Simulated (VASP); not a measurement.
# Be (P4_2/mnm) in VASP: further runs, part 2 of 2

VASP 6.6.1.

## 4. Single point, PBE (volume scaled by 0.94)

File INCAR:

```
PREC = Accurate
ENCUT = 520
EDIFF = 1E-6
ISMEAR = -1
SIGMA = 0.05
LREAL = F
LASPH = T
NELM = 100
ALGO = Normal
ISIF = 2
LWAVE = F
LCHARG = F
GGA = PE
NBANDS = 12
```

File KPOINTS:

```
regular mesh
0
Gamma
  9 9 14
```

File POSCAR:

```
Be
1.0
    3.6703269463      0.0000000000      0.0000000000
    0.0000000000      3.6703269463      0.0000000000
    0.0000000000      0.0000000000      2.2347101981
Be
4
Direct
    0.2974080000      0.2974080000      0.0000000000
    0.7025920000      0.7025920000      0.0000000000
    0.2025920000      0.7974080000      0.5000000000
    0.7974080000      0.2025920000      0.5000000000
```

Potentials or basis: VASP PAW PBE potentials, release 64 (Be).

On the command line:

```sh
$ cat potpaw_PBE.64/Be/POTCAR > POTCAR
$ mpirun -np 1 vasp_std > vasp.out
```

OUTCAR:

```text
PREC = Accurate
   ENCUT = 520
   EDIFF = 1E-6
   ISMEAR = -1
   LREAL = F
   LASPH = T
   NELM = 100
   ISIF = 2
   GGA = PE

 ion  position               nearest neighbor table
   1  0.297  0.297  0.000-   2 2.10   3 2.18   4 2.18   3 2.18   4 2.18   3 2.18   3 2.18   4 2.18
                             4 2.18
   2  0.703  0.703  0.000-   1 2.10   3 2.18   4 2.18   3 2.18   4 2.18   4 2.18   4 2.18   3 2.18
                             3 2.18
   3  0.203  0.797  0.500-   4 2.10   2 2.18   1 2.18   1 2.18   2 2.18   1 2.18   1 2.18   2 2.18
                             2 2.18
   4  0.797  0.203  0.500-   3 2.10   2 2.18   1 2.18   1 2.18   2 2.18   2 2.18   2 2.18   1 2.18
                             1 2.18

  LATTYP: Found a simple tetragonal cell.
 ALAT       =     3.6703269463
 C/A-ratio  =     0.6088586196

  Lattice vectors:

 A1 = (   3.6703269463,   0.0000000000,   0.0000000000)
 A2 = (   0.0000000000,   3.6703269463,   0.0000000000)
 A3 = (   0.0000000000,   0.0000000000,   2.2347101981)

Analysis of symmetry for initial positions (statically):
=====================================================================
 Subroutine PRICEL returns:
 Original cell was already a primitive cell.

 Routine SETGRP: Setting up the symmetry group for a
 simple tetragonal supercell.

 Subroutine GETGRP returns: Found 16 space group operations
 (whereof  8 operations were pure point group operations)
 out of a pool of 16 trial point group operations.

The static configuration has the point symmetry D_2h.
 The point group associated with its full space group is D_4h.

Analysis of symmetry for dynamics (positions and initial velocities):
=====================================================================
 Subroutine PRICEL returns:
 Original cell was already a primitive cell.

 Routine SETGRP: Setting up the symmetry group for a
 simple tetragonal supercell.

 Subroutine GETGRP returns: Found 16 space group operations
 (whereof  8 operations were pure point group operations)
[... 132 lines left out ...]
   GGA     = PE    functional components
   LHFCALC =     F    Hartree Fock is set to
   AEXX    =    0.0000 exact exchange contribution
   IVDW    =     0    specifies the selected vdW correction
   LEPSILON=     F    determine dielectric tensor
   LRPA    =     F    only Hartree local field effects (RPA)
 non-spin polarized calculation
  energy-cutoff  :      520.00
  volume of cell :       30.10
 maximum number of plane-waves:       832
 NGX is ok and might be reduce to    28
   NGX = 13   NGY = 13   NGZ =  9

 number of electron       8.0000000 magnetization

 Free energy of the ion-electron system (eV)
  ---------------------------------------------------
  ext. energy  EPLUGINS =         0.00000000
  ---------------------------------------------------
  free energy    TOTEN  =       -14.80497940 eV

  energy without entropy =      -14.80079142  energy(sigma->0) =      -14.80288541

 E-fermi :   7.3122     XC(G=0): -10.7669

 val. band max:        7.3002908724   @ k =   0.0000   0.0000   0.2857
 cond. band min:       7.3134075675   @ k =   0.2222   0.0000   0.2857
 fundamental gap:      0.0131166950
 Fermi energy:         7.3122134462

 k-point     1 :       0.0000    0.0000    0.0000
  band No.  band energies     occupation
      1      -4.1866      2.00000
      2       2.1129      2.00000
      3       2.6822      2.00000
      4       6.3573      2.00000
      5       6.3573      2.00000
      6      12.4341      0.00000
      7      12.4341      0.00000
      8      14.9507      0.00000
      9      16.9638      0.00000
     10      18.3519      0.00000
     11      24.2061      0.00000
     12      24.2061      0.00000
[... 331 lines left out ...]
 k-point    24 :       0.4444    0.1111    0.0714
  band No.  band energies     occupation
      1      -2.3793      2.00000
      2      -1.4872      2.00000
      3       3.5965      2.00000
      4       4.4743      2.00000
      5       9.5917      0.00000
      6      10.0475      0.00000
      7      15.6066      0.00000
      8      17.9510      0.00000
      9      18.2003      0.00000
     10      19.1429      0.00000
     11      22.9665      0.00000
     12      24.2763      0.00000

 [... further k-points ...]
[... 5 lines left out ...]
  --------------------------------------------------------------------------------------
  -------------------------------------------------------------------------------------
  Total        1.6053885      1.6053885      1.5004599      0.0000000      0.0000000      0.0000000
  in kB       85.4397586     85.4397586     79.8553973      0.0000000      0.0000000      0.0000000
  external PRESSURE =      83.5783049 kB  Pullay stress =       0.0000000 kB

 VOLUME and BASIS-vectors are now :
 -----------------------------------------------------------------------------
  energy-cutoff  :      520.00
  volume of cell :       30.10
      direct lattice vectors                 reciprocal lattice vectors
     3.670326946  0.000000000  0.000000000     0.272455292  0.000000000  0.000000000
     0.000000000  3.670326946  0.000000000     0.000000000  0.272455292  0.000000000
     0.000000000  0.000000000  2.234710198     0.000000000  0.000000000  0.447485316

 POSITION                                       TOTAL-FORCE (eV/Angst)
 -----------------------------------------------------------------------------------
      1.09158      1.09158      0.00000        -0.024044     -0.024044     -0.000000
      2.57874      2.57874      0.00000         0.024044      0.024044      0.000000
      0.74358      2.92675      1.11736         0.024044     -0.024044     -0.000000
      2.92675      0.74358      1.11736        -0.024044      0.024044      0.000000
 -----------------------------------------------------------------------------------
    total drift:                               -0.000000     -0.000000      0.000000

  FREE ENERGIE OF THE ION-ELECTRON SYSTEM (eV)
  ---------------------------------------------------
  free  energy   TOTEN  =       -14.8049794048 eV

  energy  without entropy=      -14.8007914223  energy(sigma->0) =      -14.80288541
```

OSZICAR:

```text
N       E                     dE             d eps       ncg     rms          rms(c)
DAV:   1     0.166272805422E+01    0.16627E+01   -0.34258E+03  2880   0.564E+02
DAV:   2    -0.145784072651E+02   -0.16241E+02   -0.15511E+02  3772   0.104E+02
DAV:   3    -0.149656866739E+02   -0.38728E+00   -0.38469E+00  4024   0.112E+01
DAV:   4    -0.149667444964E+02   -0.10578E-02   -0.10576E-02  3448   0.656E-01
DAV:   5    -0.149667472183E+02   -0.27219E-05   -0.27227E-05  3816   0.308E-02    0.185E+00
DAV:   6    -0.148491666855E+02    0.11758E+00   -0.23853E-02  3376   0.143E+00    0.112E+00
DAV:   7    -0.148050191143E+02    0.44148E-01   -0.26923E-02  3364   0.141E+00    0.106E-01
DAV:   8    -0.148049796318E+02    0.39483E-04   -0.54934E-04  3676   0.142E-01    0.183E-02
DAV:   9    -0.148049794048E+02    0.22704E-06   -0.37357E-06  4060   0.118E-02
   1 F= -.14804979E+02 E0= -.14802885E+02  d E =-.418798E-02
```

stdout:

```text
POSCAR found type information on POSCAR Be
 POSCAR found :  1 types and       4 ions
 scaLAPACK will be used
 LDA part: xc-table for (Slater+PW92), standard interpolation
 POSCAR, INCAR and KPOINTS ok, starting setup
 FFT: planning ... GRIDC
 FFT: planning ... GRID_SOFT
 FFT: planning ... GRID
 WAVECAR not read
 entering main loop
```

It took 18 s on 1 thread of Intel Xeon Platinum 8259CL at 2.50GHz (Skylake/Cascade Lake), shared host; peak memory 0.15 GiB.

Results:

```yaml
Free_energy: -14.8050 eV
Pressure: 8.4 GPa
Largest_force: 0.034 eV/Å
Band_gap_on_the_k_mesh: zero (band 4 reaches 8.35 eV, above the bottom of band 5 at 6.36 eV)
```

Forces in eV/Å, atoms in the order of the input:
```
Be  -0.024 -0.024  0.000
Be   0.024  0.024  0.000
Be   0.024 -0.024  0.000
Be  -0.024  0.024  0.000
```

Stress tensor (GPa, compression positive):
```
8.54 0.00 0.00
0.00 8.54 0.00
0.00 0.00 7.99
```

Levels at points of the mesh, in eV from the Fermi level:
```csv
k point,band 1,band 2,band 3,band 4,band 5,band 6,band 7,band 8
"(0.00, 0.00, 0.00)",-11.50,-5.20,-4.63,-0.95,-0.95,5.12,5.12,7.64
"(0.00, 0.00, 0.50)",-6.01,-6.01,1.03,1.03,1.89,1.89,2.68,2.68
```

## 5. Single point, PBE (volume scaled by 0.98)

File INCAR:

```
PREC     = Accurate       # precision mode
ENCUT    = 520            # plane-wave cutoff, eV
EDIFF    = 1E-6           # SCF threshold, eV
ISMEAR   = -1             # smearing method
SIGMA    = 0.05           # smearing width, eV
LREAL    = False          # projectors in reciprocal space
LASPH    = True           # aspherical terms in the spheres
NELM     = 80             # most SCF steps
ALGO     = Normal         # electronic algorithm
ISIF     = 2              # what is computed and relaxed
LWAVE    = False          # write WAVECAR
LCHARG   = False          # write CHGCAR
GGA      = PE             # functional
NBANDS   = 12             # bands
```

KPOINTS is that of step 4.

File POSCAR:

```
Be
1.0
    3.7216668396      0.0000000000      0.0000000000
    0.0000000000      3.7216668396      0.0000000000
    0.0000000000      0.0000000000      2.2659689346
Be
4
Direct
    0.2974080000      0.2974080000      0.0000000000
    0.7025920000      0.7025920000      0.0000000000
    0.2025920000      0.7974080000      0.5000000000
    0.7974080000      0.2025920000      0.5000000000
```

On the command line:

```sh
$ cat potpaw_PBE.64/Be/POTCAR > POTCAR
$ mpirun -np 1 vasp_std > vasp.out
```

Run time: 19 s. Hardware: 1 thread of Intel Xeon Platinum 8259CL at 2.50GHz (Skylake/Cascade Lake), shared host; peak memory 0.15 GiB.

It converged, with:

* Free energy: -14.8483 eV
* Pressure: 2.6 GPa
* Largest force: 0.008 eV/Å
* Band gap on the k mesh: zero (band 4 reaches 7.99 eV, above the bottom of band 5 at 5.97 eV)

Forces on the atoms (eV/Å):
```
Be  -0.006 -0.006  0.000
Be   0.006  0.006  0.000
Be   0.006 -0.006  0.000
Be  -0.006  0.006  0.000
```

Stress tensor (GPa, compression positive):
```
3.00 0.00 0.00
0.00 3.00 0.00
0.00 0.00 1.90
```

Levels at points of the mesh, in eV from the Fermi level:
```
           k point  band 1  band 2  band 3  band 4  band 5  band 6  band 7  band 8
(0.00, 0.00, 0.00)  -11.26   -5.03   -4.46   -0.99   -0.99    4.94    4.94    7.48
(0.00, 0.00, 0.50)   -5.86   -5.86    1.03    1.03    1.85    1.85    2.64    2.64
```

## 6. Single point, PBE (volume scaled by 1.01)

File INCAR:

```
ALGO = Normal ; EDIFF = 1E-6
ENCUT = 520 ; GGA = PE
ISIF = 2 ; ISMEAR = -1
LASPH = T ; LCHARG = F
LREAL = F ; LWAVE = F
NBANDS = 12 ; NELM = 80
PREC = Accurate ; SIGMA = 0.05
```

File KPOINTS:

```
k-points
0
Gamma
  9 9 14
```

File POSCAR:

```
Be
1.0
    3.7592619785      0.0000000000      0.0000000000
    0.0000000000      3.7592619785      0.0000000000
    0.0000000000      0.0000000000      2.2888590590
Be
4
Direct
    0.2974080000      0.2974080000      0.0000000000
    0.7025920000      0.7025920000      0.0000000000
    0.2025920000      0.7974080000      0.5000000000
    0.7974080000      0.2025920000      0.5000000000
```

Potentials or basis: VASP PAW PBE potentials, release 64 (Be).

On the command line:

```sh
$ cat potpaw_PBE.64/Be/POTCAR > POTCAR
$ mpirun -np 1 vasp_std > vasp.out
```

Wall time 19 s (1 thread of Intel Xeon Platinum 8259CL at 2.50GHz (Skylake/Cascade Lake), shared host); peak memory 0.15 GiB.

The run converged. Its results:

```
Free energy            : -14.8528 eV
Pressure               : -1.0 GPa
Largest force          : 0.010 eV/Å
Band gap on the k mesh : zero (band 4 reaches 7.73 eV, above the bottom of band 5 at 5.69 eV)
```

Forces on the atoms (eV/Å):
```
Be   0.007  0.007  0.000
Be  -0.007 -0.007  0.000
Be  -0.007  0.007  0.000
Be   0.007 -0.007  0.000
```

Stress tensor (GPa, compression positive):
```
-0.55  0.00  0.00
 0.00 -0.55  0.00
 0.00  0.00 -2.04
```

Levels at points of the mesh, in eV from the Fermi level:
```tsv
k point	band 1	band 2	band 3	band 4	band 5	band 6	band 7	band 8	band 9
(0.00, 0.00, 0.00)	-11.09	-4.91	-4.34	-1.02	-1.02	4.81	4.81	7.37	9.16
(0.00, 0.00, 0.50)	-5.76	-5.76	1.02	1.02	1.82	1.82	2.62	2.62	7.42
```

## 7. Summary

| cell | gap on the mesh (eV) | pressure (GPa) | largest force (eV/Å) |
| --- | --- | --- | --- |
| a = 3.747, b = 3.747, c = 2.258 Å, 4 atoms | none | 1.5 | 0.04 |
| a = 3.784, b = 3.784, c = 2.281 Å, 4 atoms | none | -2.1 | 0.06 |
| a = 3.670, b = 3.670, c = 2.235 Å, 4 atoms | none | 8.4 | 0.03 |
| a = 3.722, b = 3.722, c = 2.266 Å, 4 atoms | none | 2.6 | 0.01 |
| a = 3.759, b = 3.759, c = 2.289 Å, 4 atoms | none | -1.0 | 0.01 |

Alike in all rows: task single point; level PBE; potentials or basis VASP PAW PBE potentials, release 64 (Be); no spin polarisation; k mesh 9 × 9 × 14; cutoff (eV) 520; smearing fermi-dirac 0.05 eV.

Total energies depend on the potentials used, so only differences within one code and one set of settings carry meaning.
